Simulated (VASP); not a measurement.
Input of a VASP 6.6.1 run:

Contents of POSCAR:

```
NiO
1.0
    2.1780704369      2.1780704369      0.0000000000
   -2.1780704369      2.1780704369      0.0000000000
    0.0000000000      0.0000000000      4.0839459755
Ni O
2 2
Direct
    0.0000000000      0.0000000000      0.0000000000
    0.5000000000      0.5000000000      0.5000000000
    0.5000000000      0.5000000000      0.0000000000
    0.0000000000      0.0000000000      0.5000000000
```

Contents of INCAR.step1:

```
SYSTEM = NiO
ALGO = Normal
EDIFF = 1E-4
ENCUT = 520
GGA = PE
ISMEAR = 0
ISPIN = 2
LASPH = .True.
LCHARG = .False.
LMAXMIX = 4
LREAL = .False.
LWAVE = .True.
MAGMOM = 1.83 1.83 0.31 0.31
NBANDS = 28
NELM = 150
PREC = Accurate
SIGMA = 0.02
```

Contents of INCAR.step2:

```
SYSTEM = NiO
ALGO = Normal
EDIFF = 1E-6
ENCUT = 520
ISIF = 2
ISMEAR = 0
ISPIN = 2
ISTART = 1
LASPH = .True.
LCHARG = .False.
LMAXMIX = 4
LMIXTAU = .True.
LORBIT = 11
LREAL = .False.
LWAVE = .False.
MAGMOM = 1.83 1.83 0.31 0.31
METAGGA = R2SCAN
NBANDS = 28
NELM = 150
PREC = Accurate
SIGMA = 0.02
```

The input KPOINTS:

```
k-points
0
Gamma
  10 10 8
  0 0 0
```

Potentials or basis: VASP PAW PBE potentials, release 64 (Ni, O).

Run with:

```bash
$ cat potpaw_PBE.64/Ni/POTCAR potpaw_PBE.64/O/POTCAR > POTCAR
$ cp INCAR.step1 INCAR
$ mpirun -np 1 vasp_std > vasp.out
$ cp INCAR.step2 INCAR
$ mpirun -np 1 vasp_std > vasp.out
```

(1) What does it give for the band gap on the k mesh?

(2) Predict the pressure.

(3) What does it give for the site moments?

(4) What does it give for the net moment?

Results:

(1) 0.56 eV.

(2) -8.5 GPa.

(3) Ni +1.70; O +0.27 μB.

(4) 4.00 μB per cell.

Caveat: the stress differs along the axes, from -13 to 0 GPa; semilocal functionals underestimate gaps, and a narrow one can read as zero; the PAW data sets were made with another functional, which shifts forces and pressure a little.
